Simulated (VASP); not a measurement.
# AlN (P6_3mc) in VASP: single point with HSE06

Aim: the single point of AlN with HSE06.

Program: VASP 6.6.1. These are calculated values, not measurements. Logs are shortened: lines on timing, memory, paths and dates and some standing lists are left out, and cuts for length are marked.

**The experiment to reproduce.**

“Self-assembly of well-separated AlN nanowires directly on sputtered metallic TiN films”, 2019, arxiv:1910.07391 quotes, for a bulk crystal of AlN at 10 K: band gap 6.034 eV (an exciton energy, a little under the gap).

How close the calculation comes is told below.

### 1 The cell of the first run

It takes space group P6_3mc (No. 186, hexagonal). Conventional cell: a = 3.107 Å, b = 3.107 Å, c = 4.979 Å, α = 90.00°, β = 90.00°, γ = 120.00°. Al (site symmetry 3m) has 4 N at 1.89 to 1.90 Å within 2.5 Å. N (site symmetry 3m) has 4 Al at 1.89 to 1.90 Å within 2.5 Å.

### 2 Single point, HSE06

POSCAR reads:

```
AlN
1.0
    3.1066945029      0.0000000000      0.0000000000
   -1.5533472514      2.6904763613      0.0000000000
    0.0000000000      0.0000000000      4.9785885515
Al N
2 2
Direct
    0.3333333333      0.6666666667     -0.0007956040
    0.6666666667      0.3333333333      0.4992043960
    0.3333333333      0.6666666667      0.3807956040
    0.6666666667      0.3333333333      0.8807956040
```

INCAR.step1 reads:

```
  PREC = Accurate
  ENCUT = 520
  EDIFF = 1E-5
  ISMEAR = 0
  SIGMA = 0.01
  LREAL = F
  LASPH = T
  NELM = 60
  ALGO = Normal
  ISIF = 2
  LWAVE = T
  LCHARG = F
  NBANDS = 16
  GGA = PE
```

INCAR.step2 reads:

```
  PREC = Accurate
  ENCUT = 520
  EDIFF = 1E-6
  ISMEAR = 0
  SIGMA = 0.01
  LREAL = F
  LASPH = T
  NELM = 60
  ALGO = Normal
  ISIF = 2
  LWAVE = F
  LCHARG = F
  GGA = PE
  LHFCALC = T
  HFSCREEN = 0.2079
  PRECFOCK = Normal
  NBANDS = 16
  ISTART = 1
```

KPOINTS reads:

```
Automatic mesh
0
Gamma
  6 6 4
```

Potentials or basis: VASP PAW PBE potentials, release 64 (Al, N).

Command:

```console
$ cat potpaw_PBE.64/Al/POTCAR potpaw_PBE.64/N/POTCAR > POTCAR
$ cp INCAR.step1 INCAR
$ mpirun -np 1 vasp_std > vasp.out
$ cp INCAR.step2 INCAR
$ mpirun -np 1 vasp_std > vasp.out
```

OUTCAR:

```text
PREC = Accurate
   ENCUT = 520
   EDIFF = 1E-6
   ISMEAR = 0
   LREAL = F
   LASPH = T
   NELM = 60
   ISIF = 2
   GGA = PE
   LHFCALC = T
   HFSCREEN = 0.2079
   PRECFOCK = Normal
   ISTART = 1

 ion  position               nearest neighbor table
   1  0.333  0.667  0.999-   4 1.89   4 1.89   4 1.89   3 1.90   2 3.07   2 3.07   2 3.07   2 3.07
                             2 3.07   2 3.07
   2  0.667  0.333  0.499-   3 1.89   3 1.89   3 1.89   4 1.90   1 3.07   1 3.07   1 3.07   1 3.07
                             1 3.07   1 3.07
   3  0.333  0.667  0.381-   2 1.89   2 1.89   2 1.89   1 1.90
   4  0.667  0.333  0.881-   1 1.89   1 1.89   1 1.89   2 1.90

  LATTYP: Found a hexagonal cell.
 ALAT       =     3.1066945029
 C/A-ratio  =     1.6025356040

  Lattice vectors:

 A1 = (   3.1066945029,   0.0000000000,   0.0000000000)
 A2 = (  -1.5533472514,   2.6904763613,   0.0000000000)
 A3 = (   0.0000000000,   0.0000000000,   4.9785885515)

Analysis of symmetry for initial positions (statically):
=====================================================================
 Subroutine PRICEL returns:
 Original cell was already a primitive cell.

 Routine SETGRP: Setting up the symmetry group for a
 hexagonal supercell.

 Subroutine GETGRP returns: Found 12 space group operations
 (whereof  6 operations were pure point group operations)
 out of a pool of 24 trial point group operations.

The static configuration has the point symmetry C_3v.
 The point group associated with its full space group is C_6v.

Analysis of symmetry for dynamics (positions and initial velocities):
=====================================================================
 Subroutine PRICEL returns:
 Original cell was already a primitive cell.

 Routine SETGRP: Setting up the symmetry group for a
 hexagonal supercell.

 Subroutine GETGRP returns: Found 12 space group operations
 (whereof  6 operations were pure point group operations)
 out of a pool of 24 trial point group operations.

The dynamic configuration has the point symmetry C_3v.
 The point group associated with its full space group is C_6v.

 Subroutine INISYM returns: Found 12 space group operations
 (whereof  6 operations are pure point group operations),
 and found     1 'primitive' translations

----------------------------------------------------------------------------------------

                                     Primitive cell

  volume of cell :      41.6135

  direct lattice vectors                    reciprocal lattice vectors
     3.106694503  0.000000000  0.000000000     0.321885528  0.185840696  0.000000000
    -1.553347251  2.690476361  0.000000000     0.000000000  0.371681392  0.000000000
     0.000000000  0.000000000  4.978588551     0.000000000  0.000000000  0.200860141

  length of vectors
     3.106694503  3.106694503  4.978588551     0.371681392  0.371681392  0.200860141

  position of ions in fractional coordinates (direct lattice)
     0.333333333  0.666666667  0.999204396
     0.666666667  0.333333333  0.499204396
     0.333333333  0.666666667  0.380795604
     0.666666667  0.333333333  0.880795604

  ion indices of the primitive-cell ions
   primitive index   ion index
                 1           1
                 2           2
                 3           3
                 4           4

----------------------------------------------------------------------------------------

 KPOINTS: Automatic mesh

Automatic generation of k-mesh.
 Grid dimensions read from file:
 generate k-points for:    6    6    4

 Generating k-lattice:

  Cartesian coordinates                     Fractional coordinates (reciprocal lattice)
     0.053647588  0.030973449  0.000000000     0.166666667 -0.000000000  0.000000000
     0.000000000  0.061946899  0.000000000     0.000000000  0.166666667  0.000000000
     0.000000000  0.000000000  0.050215035     0.000000000  0.000000000  0.250000000

  Length of vectors
     0.061946899  0.061946899  0.050215035

  Shift w.r.t. Gamma in fractional coordinates (k-lattice)
     0.000000000  0.000000000  0.000000000

 Subroutine IBZKPT returns following result:
 ===========================================

 Found     21 irreducible k-points:

 Following reciprocal coordinates:
            Coordinates               Weight
  0.000000  0.000000  0.000000      1.000000
  0.166667  0.000000  0.000000      6.000000
  0.333333 -0.000000  0.000000      6.000000
  0.500000  0.000000  0.000000      3.000000
  0.166667  0.166667  0.000000      6.000000
  0.333333  0.166667  0.000000     12.000000
[... 13 lines left out ...]
  0.333333  0.166667  0.500000     12.000000
  0.333333  0.333333  0.500000      2.000000
   k-points           NKPTS =     21   k-points in BZ     NKDIM =    144   number of bands    NBANDS=     16
   number of dos      NEDOS =    301   number of ions     NIONS =      4
   total plane-waves  NPLWV =  23040
   dimension x,y,z NGX =    24 NGY =   24 NGZ =   40
   dimension x,y,z NGXF=    48 NGYF=   48 NGZF=   80
   ions per type =               2   2
   NGX,Y,Z   is equivalent  to a cutoff of  12.84, 12.84, 13.36 a.u.
   NGXF,Y,Z  is equivalent  to a cutoff of  25.69, 25.69, 26.71 a.u.
 SYSTEM =  unknown system
   PREC   = accura    normal or accurate (medium, high low for compatibility)
   ISTART =      1    job   : 0-new  1-cont  2-samecut
   ICHARG =      0    charge: 1-file 2-atom 10-const
   ISPIN  =      1    spin polarized calculation?
   LNONCOLLINEAR =      F non collinear calculations
   LSORBIT =      F    spin-orbit coupling
   LASPH  =      T    aspherical Exc in radial PAW
   ENCUT  =  520.0 eV  38.22 Ry    6.18 a.u.   5.78  5.78  9.26*2*pi/ulx,y,z
   NELM   =     60;   NELMIN=  2; NELMDL=  0     # of ELM steps
   EDIFF  = 0.1E-05   stopping-criterion for ELM
   LREAL  =      F    real-space projection
   EDIFFG = 0.1E-04   stopping-criterion for IOM
   NSW    =      0    number of steps for IOM
   IBRION =     -1    ionic relax: 0-MD 1-quasi-New 2-CG
   NFREE  =      0    steps in history (QN), initial steepest desc. (CG)
   ISIF   =      2    stress and relaxation
   ISYM   =      3    0-nonsym 1-usesym 2-fastsym
   POTIM  = 0.5000    time-step for ionic-motion
   TEBEG  =    0.0;   TEEND  =   0.0 temperature during run
   PSTRESS=    0.0 pullay stress
   NELECT =      16.0000    total number of electrons
   NUPDOWN=      -1.0000    fix difference up-down
   EMIN   =  10.00;   EMAX   =-10.00  energy-range for DOS
   EFERMI =   0.00;   METHOD = LEGACY
   ISMEAR =     0;   SIGMA  =   0.01  broadening in eV -4-tet -1-fermi 0-gaus
   EFERMI_NEDOS =   21; number of points for ismear=-14 and -15
   IALGO  =     38    algorithm
   IMIX   =      1    mixing-type and parameters
     AMIX     =   0.40;   BMIX     =  1.00
     AMIX_MAG =   1.60;   BMIX_MAG =  1.00
  volume/ion in A,a.u.               =      10.40        70.21
  Fermi-wavevector in a.u.,A,eV,Ry     =   1.190429  2.249585 19.281105  1.417121
  Thomas-Fermi vector in A             =   2.326514
   LORBIT       =      0    0 simple, 1 ext, 2 COOP (PROOUT), +10 PAW based schemes
   GGA     = PE    functional components
   LHFCALC =     T    Hartree Fock is set to
   PRECFOCK=normal    Normal, Fast or Accurate (Low or Medium for compatibility)
   ENCUT4O =  -1.0   cutoff for four orbital integrals eV
   NKREDX  =     1    reduce k-point grid by
   NKREDY  =     1    reduce k-point grid by
   NKREDZ  =     1    reduce k-point grid by
   AEXX    =    0.2500 exact exchange contribution
   HFSCREEN=    0.2079 screening length (either q_TF or 0.3 A-1)
   HFSCREENC=   0.2079 screening length for correlation (either q_TF or 0.3 A-1)
   ENCUTFOCK=  -1.0 apply spherical cutoff to Coloumb kernel
   IVDW    =     0    specifies the selected vdW correction
   LEPSILON=     F    determine dielectric tensor
   LRPA    =     F    only Hartree local field effects (RPA)
 non-spin polarized calculation
 Gauss-broadening in eV      SIGMA  =   0.01
  energy-cutoff  :      520.00
  volume of cell :       41.61
 maximum number of plane-waves:      1152
 NGX is ok and might be reduce to    24
  NGX = 18; NGY = 18; NGZ = 28

 number of electron      15.9999996 magnetization

 Free energy of the ion-electron system (eV)
  ---------------------------------------------------
  ext. energy  EPLUGINS =         0.00000000
  ---------------------------------------------------
  free energy    TOTEN  =       -34.89471513 eV

  energy without entropy =      -34.89471513  energy(sigma->0) =      -34.89471513

 E-fermi :   5.3258     XC(G=0):  -9.0083

 val. band max:        5.2768683077   @ k =   0.0000   0.0000   0.0000
 cond. band min:      10.8694205444   @ k =   0.0000   0.0000   0.0000
 fundamental gap:      5.5925522366
 Fermi energy:         5.3258204754

 k-point     1 :       0.0000    0.0000    0.0000
  band No.  band energies     occupation
      1     -11.4462      2.00000
      2      -9.1498      2.00000
      3      -1.2464      2.00000
      4       4.3237      2.00000
      5       4.3237      2.00000
      6       5.0465      2.00000
[... 8 lines left out ...]
     15      20.2017      0.00000
     16      20.2017      0.00000

 k-point     2 :       0.1667    0.0000    0.0000
  band No.  band energies     occupation
      1     -11.0728      2.00000
      2      -8.9472      2.00000
      3      -0.7893      2.00000
      4       2.8076      2.00000
      5       3.6826      2.00000
      6       3.8959      2.00000
[... 8 lines left out ...]
     15      19.4487      0.00000
     16      19.7981      0.00000

 k-point     3 :       0.3333   -0.0000    0.0000
  band No.  band energies     occupation
      1     -10.1107      2.00000
      2      -8.5881      2.00000
      3       0.3841      2.00000
      4       0.4712      2.00000
      5       1.6690      2.00000
      6       3.2472      2.00000
[... 8 lines left out ...]
     15      19.2185      0.00000
     16      21.6329      0.00000
[... 305 lines left out ...]
 k-point    20 :       0.3333    0.1667    0.5000
  band No.  band energies     occupation
      1      -8.9587      2.00000
      2      -8.9587      2.00000
      3      -0.3306      2.00000
      4      -0.3306      2.00000
      5       2.4256      2.00000
      6       2.4256      2.00000
[... 8 lines left out ...]
     15      20.6044      0.00000
     16      20.6044      0.00000

 k-point    21 :       0.3333    0.3333    0.5000
  band No.  band energies     occupation
      1      -8.7184      2.00000
      2      -8.7184      2.00000
      3       0.0147      2.00000
      4       0.0147      2.00000
      5       1.0923      2.00000
      6       1.0923      2.00000
[... 8 lines left out ...]
     15      20.8207      0.00000
     16      20.8207      0.00000

------------------------ aborting loop because EDIFF is reached ----------------------------------------

  FORCE on cell =-STRESS in cart. coord.  units (eV):
  Direction    XX          YY          ZZ          XY          YZ          ZX
  --------------------------------------------------------------------------------------
  -------------------------------------------------------------------------------------
  Total       -0.1937842     -0.1937842     -0.2325310     -0.0000000      0.0000000      0.0000000
  in kB       -7.4609644     -7.4609644     -8.9527729     -0.0000000      0.0000000      0.0000000
  external PRESSURE =      -7.9582339 kB  Pullay stress =       0.0000000 kB

 VOLUME and BASIS-vectors are now :
 -----------------------------------------------------------------------------
  energy-cutoff  :      520.00
  volume of cell :       41.61
      direct lattice vectors                 reciprocal lattice vectors
     3.106694503  0.000000000  0.000000000     0.321885528  0.185840696  0.000000000
    -1.553347251  2.690476361  0.000000000     0.000000000  0.371681392  0.000000000
     0.000000000  0.000000000  4.978588551     0.000000000  0.000000000  0.200860141

 POSITION                                       TOTAL-FORCE (eV/Angst)
 -----------------------------------------------------------------------------------
     -0.00000      1.79365      4.97463        -0.000000     -0.000000     -0.007649
      1.55335      0.89683      2.48533         0.000000      0.000000     -0.007649
     -0.00000      1.79365      1.89582        -0.000000     -0.000000      0.007649
      1.55335      0.89683      4.38512         0.000000      0.000000      0.007649
 -----------------------------------------------------------------------------------
    total drift:                                0.000000      0.000000     -0.000764

  FREE ENERGIE OF THE ION-ELECTRON SYSTEM (eV)
  ---------------------------------------------------
  free  energy   TOTEN  =       -34.8947151279 eV

  energy  without entropy=      -34.8947151279  energy(sigma->0) =      -34.89471513
```

Wall time 27 min (1 thread of AMD EPYC 7R13, shared host); peak memory 0.27 GiB.

What came out:

```yaml
Free_energy: -34.8947 eV
Pressure: -0.8 GPa
Largest_force: 0.008 eV/Å
Band_gap_on_the_k_mesh: 5.59 eV
```

Forces in eV/Å, atoms in the order of the input:
```
Al   0.000  0.000 -0.008
Al   0.000  0.000 -0.008
N    0.000  0.000  0.008
N    0.000  0.000  0.008
```

Caveat: the PAW data sets were made with another functional, which shifts forces and pressure a little.

### 3 Comparison with measurements

Step 2. A measured gap of AlN is 6.034 eV (an exciton energy, a little under the gap; 10 K; quoted in “Self-assembly of well-separated AlN nanowires directly on sputtered metallic TiN films”, 2019, arxiv:1910.07391); the calculated 5.59 eV misses it by -0.44 eV. 2 values of this kind are on record (6.034 to 6.0343 eV); this one was drawn at random. The value is that of HSE06, without temperature or zero-point motion.
